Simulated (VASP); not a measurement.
# Si7Mo (P-6m2) in VASP: a series of runs

Si7Mo is run at these levels: PBE; tasks: single point, relaxation of cell and atoms.

Program: VASP 6.6.1. These are calculated values, not measurements. Logs are shortened: lines on timing, memory, paths and dates and some standing lists are left out, and cuts for length are marked.

### 1 The cell of the first run

The structure is hexagonal, space group P-6m2 (No. 187). Conventional cell: a = 3.909 Å, b = 3.909 Å, c = 9.758 Å, α = 90.00°, β = 90.00°, γ = 120.00°. Within 3.3 Å of Si (site symmetry 3m) lie 9 Si at 2.49 to 3.22 Å and 1 Mo at 2.58 Å. Within 3.2 Å of Si (site symmetry 3m) lie 4 Si at 2.39 to 2.65 Å and 3 Mo at 2.55 Å. Within 3.4 Å of Si (site symmetry -6m2) lie 12 Si at 2.58 to 3.22 Å. Within 3.3 Å of Si (site symmetry 3m) lie 7 Si at 2.49 to 2.58 Å. Within 3.4 Å of Mo (site symmetry -6m2) lie 8 Si at 2.55 to 2.58 Å.

### 2 Single point, PBE

Contents of INCAR:

```
PREC = Accurate
ENCUT = 520
EDIFF = 1E-7
ISMEAR = 0
SIGMA = 0.2
LREAL = F
LASPH = T
NELM = 60
ALGO = Normal
ISIF = 2
LWAVE = F
LCHARG = F
GGA = PE
NBANDS = 31
```

Contents of KPOINTS:

```
regular mesh
0
Gamma
  4 4 2
```

Contents of POSCAR:

```
Si7Mo
1.0
    3.9088249219     -0.0000000026      0.0000000000
   -1.9544124587      3.3851416826      0.0000000000
    0.0000000000      0.0000000000      9.7580403058
Si Mo
7 1
Direct
    0.3333333333      0.6666666667      0.2358784014
    0.3333333333      0.6666666667      0.7641215986
    0.6666666667      0.3333333333      0.6224337373
    0.6666666667      0.3333333333      0.3775662627
    0.6666666667      0.3333333333      0.0000000000
    0.0000000000      0.0000000000      0.1284309185
    0.0000000000      0.0000000000      0.8715690815
    0.3333333333      0.6666666667      0.5000000000
```

Potentials or basis: VASP PAW PBE potentials, release 64 (Si, Mo_sv).

Command:

```
> cat potpaw_PBE.64/Si/POTCAR potpaw_PBE.64/Mo_sv/POTCAR > POTCAR
> mpirun -np 1 vasp_std > vasp.out
```

OUTCAR:

```text
PREC = Accurate
   ENCUT = 520
   EDIFF = 1E-7
   ISMEAR = 0
   LREAL = F
   LASPH = T
   NELM = 60
   ISIF = 2
   GGA = PE

 ion  position               nearest neighbor table
   1  0.333  0.667  0.236-   6 2.49   6 2.49   6 2.49   8 2.58   4 2.65   4 2.65   4 2.65
   2  0.333  0.667  0.764-   7 2.49   7 2.49   7 2.49   8 2.58   3 2.65   3 2.65   3 2.65
   3  0.667  0.333  0.622-   4 2.39   8 2.55   8 2.55   8 2.55   2 2.65   2 2.65   2 2.65
   4  0.667  0.333  0.378-   3 2.39   8 2.55   8 2.55   8 2.55   1 2.65   1 2.65   1 2.65
   5  0.667  0.333  0.000-   6 2.58   7 2.58   6 2.58   7 2.58   6 2.58   7 2.58
   6  0.000  0.000  0.128-   1 2.49   1 2.49   1 2.49   7 2.51   5 2.58   5 2.58   5 2.58
   7  0.000  0.000  0.872-   2 2.49   2 2.49   2 2.49   6 2.51   5 2.58   5 2.58   5 2.58
   8  0.333  0.667  0.500-   3 2.55   4 2.55   3 2.55   4 2.55   3 2.55   4 2.55   1 2.58   2 2.58

  LATTYP: Found a hexagonal cell.
 ALAT       =     3.9088249219
 C/A-ratio  =     2.4964127329

  Lattice vectors:

 A1 = (   3.9088249219,  -0.0000000026,   0.0000000000)
 A2 = (  -1.9544124587,   3.3851416826,   0.0000000000)
 A3 = (   0.0000000000,   0.0000000000,   9.7580403058)

Analysis of symmetry for initial positions (statically):
=====================================================================
 Subroutine PRICEL returns:
 Original cell was already a primitive cell.

 Routine SETGRP: Setting up the symmetry group for a
 hexagonal supercell.

 Subroutine GETGRP returns: Found 12 space group operations
 (whereof 12 operations were pure point group operations)
 out of a pool of 24 trial point group operations.

The static configuration has the point symmetry D_3h.

Analysis of symmetry for dynamics (positions and initial velocities):
=====================================================================
 Subroutine PRICEL returns:
 Original cell was already a primitive cell.

 Routine SETGRP: Setting up the symmetry group for a
 hexagonal supercell.

 Subroutine GETGRP returns: Found 12 space group operations
 (whereof 12 operations were pure point group operations)
 out of a pool of 24 trial point group operations.

The dynamic configuration has the point symmetry D_3h.

 Subroutine INISYM returns: Found 12 space group operations
 (whereof 12 operations are pure point group operations),
 and found     1 'primitive' translations

----------------------------------------------------------------------------------------

                                     Primitive cell

  volume of cell :     129.1177

  direct lattice vectors                    reciprocal lattice vectors
     3.908824922 -0.000000003  0.000000000     0.255831361  0.147704305  0.000000000
    -1.954412459  3.385141683  0.000000000     0.000000000  0.295408610  0.000000000
     0.000000000  0.000000000  9.758040306     0.000000000  0.000000000  0.102479593

  length of vectors
     3.908824922  3.908824922  9.758040306     0.295408610  0.295408610  0.102479593

  position of ions in fractional coordinates (direct lattice)
     0.333333333  0.666666667  0.235878401
     0.333333333  0.666666667  0.764121599
     0.666666667  0.333333333  0.622433737
     0.666666667  0.333333333  0.377566263
     0.666666667  0.333333333  0.000000000
     0.000000000  0.000000000  0.128430919
     0.000000000  0.000000000  0.871569081
     0.333333333  0.666666667  0.500000000

  ion indices of the primitive-cell ions
   primitive index   ion index
                 1           1
                 2           2
                 3           3
                 4           4
                 5           5
                 6           6
                 7           7
                 8           8

----------------------------------------------------------------------------------------

 KPOINTS: regular mesh

Automatic generation of k-mesh.
 Grid dimensions read from file:
 generate k-points for:    4    4    2

 Generating k-lattice:

  Cartesian coordinates                     Fractional coordinates (reciprocal lattice)
     0.063957840  0.036926076  0.000000000     0.250000000  0.000000000  0.000000000
     0.000000000  0.073852153  0.000000000     0.000000000  0.250000000  0.000000000
     0.000000000  0.000000000  0.051239797     0.000000000  0.000000000  0.500000000

  Length of vectors
     0.073852153  0.073852153  0.051239797

  Shift w.r.t. Gamma in fractional coordinates (k-lattice)
     0.000000000  0.000000000  0.000000000

 Subroutine IBZKPT returns following result:
 ===========================================

 Found      8 irreducible k-points:

 Following reciprocal coordinates:
            Coordinates               Weight
  0.000000  0.000000  0.000000      1.000000
  0.250000 -0.000000  0.000000      6.000000
  0.500000 -0.000000  0.000000      3.000000
  0.250000  0.250000  0.000000      6.000000
  0.000000  0.000000  0.500000      1.000000
  0.250000 -0.000000  0.500000      6.000000
  0.500000 -0.000000  0.500000      3.000000
  0.250000  0.250000  0.500000      6.000000
   k-points           NKPTS =      8   k-points in BZ     NKDIM =      8   number of bands    NBANDS=     31
   number of dos      NEDOS =    301   number of ions     NIONS =      8
   total plane-waves  NPLWV =  72000
   dimension x,y,z NGX =    30 NGY =   30 NGZ =   80
   dimension x,y,z NGXF=    60 NGYF=   60 NGZF=  160
   ions per type =               7   1
   NGX,Y,Z   is equivalent  to a cutoff of  12.76, 12.76, 13.63 a.u.
   NGXF,Y,Z  is equivalent  to a cutoff of  25.52, 25.52, 27.26 a.u.
 SYSTEM =  unknown system
   PREC   = accura    normal or accurate (medium, high low for compatibility)
   ISTART =      0    job   : 0-new  1-cont  2-samecut
   ICHARG =      2    charge: 1-file 2-atom 10-const
   ISPIN  =      1    spin polarized calculation?
   LNONCOLLINEAR =      F non collinear calculations
   LSORBIT =      F    spin-orbit coupling
   LASPH  =      T    aspherical Exc in radial PAW
   ENCUT  =  520.0 eV  38.22 Ry    6.18 a.u.   7.27  7.27 18.14*2*pi/ulx,y,z
   NELM   =     60;   NELMIN=  2; NELMDL= -5     # of ELM steps
   EDIFF  = 0.1E-06   stopping-criterion for ELM
   LREAL  =      F    real-space projection
   EDIFFG = 0.1E-05   stopping-criterion for IOM
   NSW    =      0    number of steps for IOM
   IBRION =     -1    ionic relax: 0-MD 1-quasi-New 2-CG
   NFREE  =      0    steps in history (QN), initial steepest desc. (CG)
   ISIF   =      2    stress and relaxation
   ISYM   =      2    0-nonsym 1-usesym 2-fastsym
   POTIM  = 0.5000    time-step for ionic-motion
   TEBEG  =    0.0;   TEEND  =   0.0 temperature during run
   PSTRESS=    0.0 pullay stress
   NELECT =      42.0000    total number of electrons
   NUPDOWN=      -1.0000    fix difference up-down
   EMIN   =  10.00;   EMAX   =-10.00  energy-range for DOS
   EFERMI =   0.00;   METHOD = LEGACY
   ISMEAR =     0;   SIGMA  =   0.20  broadening in eV -4-tet -1-fermi 0-gaus
   EFERMI_NEDOS =   21; number of points for ismear=-14 and -15
   IALGO  =     38    algorithm
   IMIX   =      4    mixing-type and parameters
     AMIX     =   0.40;   BMIX     =  1.00
     AMIX_MAG =   1.60;   BMIX_MAG =  1.00
  volume/ion in A,a.u.               =      16.14       108.92
  Fermi-wavevector in a.u.,A,eV,Ry     =   1.125890  2.127624 17.247136  1.267629
  Thomas-Fermi vector in A             =   2.262569
   LORBIT       =      0    0 simple, 1 ext, 2 COOP (PROOUT), +10 PAW based schemes
   GGA     = PE    functional components
   LHFCALC =     F    Hartree Fock is set to
   AEXX    =    0.0000 exact exchange contribution
   IVDW    =     0    specifies the selected vdW correction
   LEPSILON=     F    determine dielectric tensor
   LRPA    =     F    only Hartree local field effects (RPA)
 non-spin polarized calculation
 Gauss-broadening in eV      SIGMA  =   0.20
  energy-cutoff  :      520.00
  volume of cell :      129.12
 maximum number of plane-waves:      3511
 NGX is ok and might be reduce to    30
   NGX = 15   NGY = 15   NGZ = 37

 number of electron      42.0000002 magnetization

 Free energy of the ion-electron system (eV)
  ---------------------------------------------------
  ext. energy  EPLUGINS =         0.00000000
  ---------------------------------------------------
  free energy    TOTEN  =       -46.89391349 eV

  energy without entropy =      -46.75989461  energy(sigma->0) =      -46.82690405

 E-fermi :   8.8553     XC(G=0): -10.8781

 val. band max:        8.8338014919   @ k =   0.2500   0.2500   0.0000
 cond. band min:       8.8625933984   @ k =   0.2500  -0.0000   0.0000
 fundamental gap:      0.0287919064
 Fermi energy:         8.8552735839

 k-point     1 :       0.0000    0.0000    0.0000
  band No.  band energies     occupation
      1     -51.8255      2.00000
      2     -26.0073      2.00000
      3     -25.9805      2.00000
      4     -25.9805      2.00000
      5      -4.4464      2.00000
      6      -2.8588      2.00000
[... 23 lines left out ...]
     30      11.8962      0.00000
     31      12.5265      0.00000

 k-point     2 :       0.2500   -0.0000    0.0000
  band No.  band energies     occupation
      1     -51.8244      2.00000
      2     -26.0043      2.00000
      3     -26.0040      2.00000
      4     -25.9862      2.00000
      5      -3.6897      2.00000
      6      -2.1218      2.00000
[... 23 lines left out ...]
     30      12.8539      0.00000
     31      13.1730      0.00000

 k-point     3 :       0.5000   -0.0000    0.0000
  band No.  band energies     occupation
      1     -51.8233      2.00000
      2     -26.0280      2.00000
      3     -26.0007      2.00000
      4     -25.9920      2.00000
      5      -1.7747      2.00000
      6      -1.2962      2.00000
[... 23 lines left out ...]
     30      13.2354      0.00000
     31      14.8580      0.00000

 k-point     4 :       0.2500    0.2500    0.0000
  band No.  band energies     occupation
      1     -51.8233      2.00000
      2     -26.0198      2.00000
      3     -26.0007      2.00000
      4     -26.0003      2.00000
      5      -2.2323      2.00000
      6      -0.6809      2.00000
[... 23 lines left out ...]
     30      13.8563      0.00000
     31      14.0600      0.00000

 k-point     5 :       0.0000    0.0000    0.5000
  band No.  band energies     occupation
      1     -51.8255      2.00000
      2     -26.0073      2.00000
      3     -25.9805      2.00000
      4     -25.9805      2.00000
      5      -4.3443      2.00000
      6      -3.3887      2.00000
[... 23 lines left out ...]
     30      11.8101      0.00000
     31      12.9698      0.00000

 k-point     6 :       0.2500   -0.0000    0.5000
  band No.  band energies     occupation
      1     -51.8244      2.00000
      2     -26.0043      2.00000
      3     -26.0040      2.00000
      4     -25.9862      2.00000
      5      -3.5940      2.00000
      6      -2.6417      2.00000
[... 23 lines left out ...]
     30      13.3310      0.00000
     31      13.5334      0.00000

 k-point     7 :       0.5000   -0.0000    0.5000
  band No.  band energies     occupation
      1     -51.8233      2.00000
      2     -26.0280      2.00000
      3     -26.0007      2.00000
      4     -25.9920      2.00000
      5      -1.7586      2.00000
      6      -0.9831      2.00000
[... 23 lines left out ...]
     30      14.0799      0.00000
     31      14.4630      0.00000

 k-point     8 :       0.2500    0.2500    0.5000
  band No.  band energies     occupation
      1     -51.8233      2.00000
      2     -26.0198      2.00000
      3     -26.0007      2.00000
      4     -26.0003      2.00000
      5      -2.1471      2.00000
      6      -1.2732      2.00000
[... 23 lines left out ...]
     30      13.1991      0.00000
     31      13.2477      0.00000

------------------------ aborting loop because EDIFF is reached ----------------------------------------

  FORCE on cell =-STRESS in cart. coord.  units (eV):
  Direction    XX          YY          ZZ          XY          YZ          ZX
  --------------------------------------------------------------------------------------
  -------------------------------------------------------------------------------------
  Total       -0.1427794     -0.1427794      0.1753551      0.0000000      0.0000000     -0.0000000
  in kB       -1.7717015     -1.7717015      2.1759221      0.0000000      0.0000000     -0.0000000
  external PRESSURE =      -0.4558270 kB  Pullay stress =       0.0000000 kB

 VOLUME and BASIS-vectors are now :
 -----------------------------------------------------------------------------
  energy-cutoff  :      520.00
  volume of cell :      129.12
      direct lattice vectors                 reciprocal lattice vectors
     3.908824922 -0.000000003  0.000000000     0.255831361  0.147704305  0.000000000
    -1.954412459  3.385141683  0.000000000     0.000000000  0.295408610  0.000000000
     0.000000000  0.000000000  9.758040306     0.000000000  0.000000000  0.102479593

 POSITION                                       TOTAL-FORCE (eV/Angst)
 -----------------------------------------------------------------------------------
      0.00000      2.25676      2.30171        -0.000000      0.000000     -0.010251
      0.00000      2.25676      7.45633        -0.000000      0.000000      0.010251
      1.95441      1.12838      6.07373         0.000000      0.000000      0.056320
      1.95441      1.12838      3.68431         0.000000     -0.000000     -0.056320
      1.95441      1.12838      0.00000         0.000000      0.000000      0.000000
      0.00000      0.00000      1.25323         0.000000      0.000000     -0.018977
      0.00000      0.00000      8.50481         0.000000      0.000000      0.018977
      0.00000      2.25676      4.87902         0.000000     -0.000000      0.000000
 -----------------------------------------------------------------------------------
    total drift:                                0.000000     -0.000000     -0.000000

  FREE ENERGIE OF THE ION-ELECTRON SYSTEM (eV)
  ---------------------------------------------------
  free  energy   TOTEN  =       -46.8939134884 eV

  energy  without entropy=      -46.7598946073  energy(sigma->0) =      -46.82690405
```

It took 26 s on 1 thread of Intel Xeon Platinum 8559C (Emerald Rapids), shared host; peak memory 0.23 GiB.

Results:

| Quantity | Value |
| --- | --- |
| Free energy | -46.8939 eV |
| Pressure | 0.0 GPa |
| Largest force | 0.056 eV/Å |
| Band gap on the k mesh | zero (band 21 reaches 8.92 eV, above the bottom of band 22 at 8.63 eV) |

Forces on the atoms (eV/Å):
```
Si   0.000  0.000 -0.010
Si   0.000  0.000  0.010
Si   0.000  0.000  0.056
Si   0.000  0.000 -0.056
Si   0.000  0.000  0.000
Si   0.000  0.000 -0.019
Si   0.000  0.000  0.019
Mo   0.000  0.000  0.000
```

Stress tensor (GPa, compression positive):
```
-0.18  0.00  0.00
 0.00 -0.18  0.00
 0.00  0.00  0.22
```

Caveat: the k points lie up to 0.46 Å⁻¹ apart.

### 3 Relaxation of cell and atoms, PBE

This run uses another cell than the first one, of 18.82 Å³/atom, 1.166 times its volume.

Contents of INCAR:

```
SYSTEM = Si7Mo
  PREC = Accurate
  ENCUT = 600
  EDIFF = 1E-7
  ISMEAR = 0
  SIGMA = 0.2
  LREAL = .FALSE.
  LASPH = .TRUE.
  NELM = 100
  ALGO = Normal
  ISIF = 3
  LWAVE = .FALSE.
  LCHARG = .FALSE.
  GGA = PE
  IBRION = 2
  NSW = 36
  EDIFFG = -0.08
```

Contents of KPOINTS:

```
regular mesh
0
G
  4 4 2
  0 0 0
```

Contents of POSCAR:

```
Si7Mo
1.0
    4.2810151100      0.0000000000      0.0000000000
   -2.1405075500      3.7074678400      0.0000000000
    0.0000000000      0.0000000000      9.4860021900
Si Mo
7 1
Direct
    0.3333333300      0.6666666700      0.2593589300
    0.3333333300      0.6666666700      0.7406410700
    0.6666666700      0.3333333300      0.6156202300
    0.6666666700      0.3333333300      0.3843797700
    0.6666666700      0.3333333300      0.0000000000
    0.0000000000      0.0000000000      0.1407602300
    0.0000000000      0.0000000000      0.8592397700
    0.3333333300      0.6666666700      0.5000000000
```

Potentials or basis: VASP PAW PBE potentials, release 64 (Si, Mo_sv).

Command:

```
> cat potpaw_PBE.64/Si/POTCAR potpaw_PBE.64/Mo_sv/POTCAR > POTCAR
> mpirun -np 1 vasp_std > vasp.out
```

It took 5.3 min on 1 thread of Intel Xeon Platinum 8559C (Emerald Rapids), shared host; peak memory 0.33 GiB.

Results (log left out):

```yaml
Free_energy: -47.0930 eV
Relaxed_volume: 16.07 Å³/atom
Relaxed_cell: a = 3.684 Å, b = 3.684 Å, c = 10.933 Å, α = 90.00°, β = 90.00°, γ = 120.00°
Space_group_after_relaxing_to_0.05_Å: P-6m2 (No. 187)
Energy_gained_by_relaxing: 326.6 meV/atom
Ionic_steps: 18
Pressure_after_relaxing: 0.0 GPa
Largest_force_after_relaxing: 0.070 eV/Å
Band_gap_on_the_k_mesh: zero (band 21 reaches 9.71 eV, above the bottom of band 22 at 8.16 eV)
```

Forces on the atoms (eV/Å):
```
Si   0.000  0.000  0.070
Si   0.000  0.000 -0.070
Si   0.000  0.000 -0.066
Si   0.000  0.000  0.066
Si   0.000  0.000  0.000
Si   0.000  0.000  0.016
Si   0.000  0.000 -0.016
Mo   0.000  0.000  0.000
```

Step by step:
| step | energy change (eV) | largest force (eV/Å) | pressure (GPa) | volume (Å³) |
| --- | --- | --- | --- | --- |
| 1 | 0.0000 | 3.0549 | -6.64 | 150.56 |
| 2 | -2.2936 | 0.4626 | -2.76 | 132.96 |
| 3 | -2.3136 | 0.4236 | -1.92 | 131.59 |
| 4 | -2.3293 | 0.4570 | 0.42 | 128.83 |
| 5 | -2.3764 | 0.3516 | -0.42 | 129.52 |
| 6 | -2.4629 | 0.1398 | -2.64 | 131.57 |
| 7 | -2.4798 | 0.1627 | -2.52 | 131.39 |
| 8 | -2.5224 | 0.2331 | -2.13 | 130.83 |
| 9 | -2.5483 | 0.4117 | -1.08 | 129.67 |
| 10 | -2.5502 | 0.3592 | -1.35 | 129.93 |
| 11 | -2.5650 | 0.3190 | -0.99 | 129.50 |
| 12 | -2.5951 | 0.1993 | 0.17 | 128.19 |
| 13 | -2.5856 | 0.1311 | 2.85 | 125.61 |
| 14 | -2.6029 | 0.1057 | 1.17 | 127.18 |
| 15 | -2.6096 | 0.0825 | 0.59 | 127.80 |
| 16 | -2.6123 | 0.0840 | -0.11 | 128.57 |
| 17 | -2.6123 | 0.0839 | -0.07 | 128.53 |
| 18 | -2.6129 | 0.0697 | -0.04 | 128.53 |

Final structure:
```cif
data_structure
_symmetry_space_group_name_H-M 'P 1'
_symmetry_Int_Tables_number 1
_cell_length_a 3.6844
_cell_length_b 3.6844
_cell_length_c 10.9330
_cell_angle_alpha 90.000
_cell_angle_beta 90.000
_cell_angle_gamma 120.000
_cell_volume 128.53
loop_
_atom_site_label
_atom_site_type_symbol
_atom_site_fract_x
_atom_site_fract_y
_atom_site_fract_z
_atom_site_occupancy
Si1 Si 0.33333 0.66667 0.24921 1
Si2 Si 0.33333 0.66667 0.75079 1
Si3 Si 0.66667 0.33333 0.62778 1
Si4 Si 0.66667 0.33333 0.37222 1
Si5 Si 0.66667 0.33333 0.00000 1
Si6 Si 0.00000 0.00000 0.12695 1
Si7 Si 0.00000 0.00000 0.87305 1
Mo1 Mo 0.33333 0.66667 0.50000 1
```

Levels at points of the mesh, in eV from the Fermi level:
```csv
k point,band 17,band 18,band 19,band 20,band 21,band 22,band 23,band 24,band 25,band 26
"(0.00, 0.00, 0.00)",-0.70,0.18,0.18,0.75,0.75,0.79,1.74,1.86,1.86,2.65
"(0.50, 0.00, 0.00)",-2.29,-1.43,-1.20,-1.19,-0.95,-0.62,0.34,1.01,1.61,1.97
"(0.00, 0.00, 0.50)",-0.67,0.09,0.09,0.93,0.93,1.05,1.67,1.67,1.83,1.84
"(0.50, 0.00, 0.50)",-2.42,-2.40,-1.51,-0.63,-0.22,-0.18,0.57,0.86,1.16,1.18
```

Caveat: the k points lie up to 0.49 Å⁻¹ apart in the final cell; the relaxation stopped at a loose force limit of 0.08 eV/Å, so its end isn't a converged minimum.
